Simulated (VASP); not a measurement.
Wanted: the native input for a VASP 6.6.1 run.

```yaml
Task: single point
Functional: PBE
Potentials_or_basis: VASP PAW PBE potentials, release 64 (W_sv, I)
Cutoff: 520 eV
k_mesh: 4 × 4 × 4
Occupations: gaussian, width 0.2 eV
Spin: no spin polarisation
Dipole_correction: no
Further_INCAR_settings: ALGO = Normal; EDIFF = 1e-07; NBANDS = 37
```

The structure of WI6 lies in POSCAR:

```
WI6
1.0
    0.0000000000      5.7844429000      5.7844429000
    5.7844429000      0.0000000000      5.7844429000
    5.7844429000      5.7844429000      0.0000000000
W I
1 6
Direct
    0.0000000000      0.0000000000      0.0000000000
    0.7656460000      0.2343540000      0.2343540000
    0.2343540000      0.7656460000      0.7656460000
    0.2343540000      0.7656460000      0.2343540000
    0.7656460000      0.2343540000      0.7656460000
    0.2343540000      0.2343540000      0.7656460000
    0.7656460000      0.7656460000      0.2343540000
```

One way to write it, as run:

INCAR

```
SYSTEM = WI6
ALGO     = Normal         ! electronic algorithm
EDIFF    = 1E-7           ! SCF threshold, eV
ENCUT    = 520            ! plane-wave cutoff, eV
GGA      = PE             ! functional
ISIF     = 2              ! what is computed and relaxed
ISMEAR   = 0              ! smearing method
LASPH    = .True.         ! aspherical terms in the spheres
LCHARG   = .False.        ! write CHGCAR
LREAL    = .False.        ! projectors in reciprocal space
LWAVE    = .False.        ! write WAVECAR
NBANDS   = 37             ! bands
NELM     = 100            ! most SCF steps
PREC     = Accurate       ! precision mode
SIGMA    = 0.2            ! smearing width, eV
```

KPOINTS

```
k-points
0
Gamma
  4 4 4
  0 0 0
```

Potentials or basis: VASP PAW PBE potentials, release 64 (W_sv, I).

Run with:

```bash
$ cat potpaw_PBE.64/W_sv/POTCAR potpaw_PBE.64/I/POTCAR > POTCAR
$ mpirun -np 1 vasp_std > vasp.out
```

Results of the run:

```
Pressure               : 0.0 GPa
Band gap on the k mesh : 0.22 eV (least direct gap 0.23 eV)
```

Caveat: spin-orbit coupling is left out, which moves the levels of the heavy elements.

It took 3.2 min on 1 thread of Intel(R) Xeon(R) 6975P-C (Granite Rapids), with other jobs on the host, peak memory 0.57 GiB.
